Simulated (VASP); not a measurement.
## PbSe: single point with PBE

PbSe:

```
Pb Se
1.0
    -1.84733    1.84733    6.25107
     1.84733   -1.84733    6.25107
     1.84733    1.84733   -6.25107
Pb Se
2 2
Direct
  0.54200 0.54200 0.00000
  0.29200 0.79200 0.50000
  0.95800 0.95800 0.00000
  0.70800 0.20800 0.50000
```

The cell was generated, and may not be a known phase.

| Property | Result |
| --- | --- |
| Program | VASP 6.6.1 |
| Task | single point |
| Functional | PBE |
| Potentials or basis | VASP PAW PBE potentials, release 64 (Pb_d, Se) |
| Cutoff | 520 eV |
| k mesh | 6 × 6 × 6 |
| Occupations | gaussian, width 0.1 eV |
| Spin | no spin polarisation |

```json
{
 "Pressure": "32.0 GPa",
 "Largest force": "0.227 eV/Å",
 "Band gap on the k mesh": "zero (bands 20 and 21 overlap by 0.35 eV)"
}
```

Forces on the atoms (eV/Å):
```
Pb   0.000  0.000 -0.227
Pb   0.000  0.000 -0.227
Se   0.000  0.000  0.227
Se   0.000  0.000  0.227
```

Stress tensor (GPa, compression positive):
```
32.64  0.00  0.00
 0.00 32.64  0.00
 0.00  0.00 30.79
```

Levels at points of the mesh, in eV from the Fermi level:
```csv
k point,band 18,band 19,band 20,band 21,band 22,band 23
"(0.00, 0.00, 0.00)",-3.09,-2.40,-1.92,1.13,3.76,4.44
"(0.50, 0.00, 0.00)",-1.62,-1.58,-0.43,1.56,2.24,2.53
"(0.50, 0.50, 0.00)",-5.36,-2.88,-2.88,0.87,0.87,2.34
"(0.50, 0.50, 0.50)",-2.25,-2.02,-2.02,2.37,2.37,3.34
```

Run time: 99 s on 1 thread of AMD EPYC 9R45 (Zen 5) (shared host), peak memory 0.34 GiB.

Caveat: the cell stands under pressure; semilocal functionals underestimate gaps, and a narrow one can read as zero; spin-orbit coupling is left out, which moves the levels of the heavy elements.
